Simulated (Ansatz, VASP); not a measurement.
Given: the input of a run of Ansatz 0.2.0 on CoO.

File input.yaml:

```yaml
crystal:
  lattice:
    - [1.5054695445, 0.8691832468, 2.4399269062]
    - [-1.5054695445, 0.8691832468, 2.4399269062]
    - [0.0, -1.7383664936, 2.4399269062]
  atoms:
    - { symbol: Co, position: [0.0, 0.0, 0.0], spin: 2.0 }
    - { symbol: O, position: [0.5, 0.5, 0.5] }
hamiltonian:
  xc: lda
  pseudopotentials: { kind: paw }
magnetization:
  spin_polarized: true
kpoints:
  mp_grid: { grid: [11, 11, 11] }
scf:
  occupations: { method: gaussian, width: 0.05 }
output:
  forces: true
  stress: true
  eigenvalues: true
```

Potentials or basis: Ansatz PAW.

Run with:

```console
$ ansatz run input.yaml --threads 1 --pin off --max-ram 3584MiB --backend cpu --events-out ev --progress --plain --runs-dir out
```

Problem. Translate it to VASP 6.6.1. Potentials there: VASP PAW LDA potentials, release 64 (Co, O).

Solution. As run (the cutoff follows the program's own potentials):

The input INCAR:

```
SYSTEM = CoO
  ALGO = Normal
  EDIFF = 1E-6
  ENCUT = 520
  ISIF = 2
  ISMEAR = 0
  ISPIN = 2
  LASPH = .True.
  LCHARG = .False.
  LMAXMIX = 4
  LORBIT = 11
  LREAL = .False.
  LWAVE = .False.
  MAGMOM = 2 0
  NBANDS = 18
  NELM = 150
  PREC = Accurate
  SIGMA = 0.05
```

The input KPOINTS:

```
k-points
0
Gamma
  11 11 11
  0 0 0
```

File POSCAR:

```
CoO
1.0
    1.5054695445      0.8691832468      2.4399269062
   -1.5054695445      0.8691832468      2.4399269062
    0.0000000000     -1.7383664936      2.4399269062
Co O
1 1
Direct
    0.0000000000      0.0000000000      0.0000000000
    0.5000000000      0.5000000000      0.5000000000
```

Potentials or basis: VASP PAW LDA potentials, release 64 (Co, O).

Command:

```bash
$ cat potpaw_LDA.64/Co/POTCAR potpaw_LDA.64/O/POTCAR > POTCAR
$ mpirun -np 1 vasp_std > vasp.out
```

Both were run:

|  | VASP | Ansatz | Ansatz less VASP |
| --- | --- | --- | --- |
| gap on the k mesh at the Fermi level (eV) | none | none | - |
| pressure (GPa) | -19.0 | -18.1 | +0.99 |
| traceless stress, the component that is largest in VASP (GPa) | -0.13 | -0.18 | -0.052 |
| net moment per atom (μB) | 1.39 | 1.43 | +0.033 |
| size of the moment on the site where the two differ most (μB) | 0.30 | 0.33 | +0.032 |

LDA's correlation is that of Perdew and Zunger in VASP and of Perdew and Wang (1992) in Ansatz. Site moments also hang on the region over which each program counts them. A gap of «none» marks a metal or a gap that the smearing closes. VASP's potentials hold 15 valence electrons a cell and Ansatz's 23, so a difference there can come from the potentials and not from the codes.
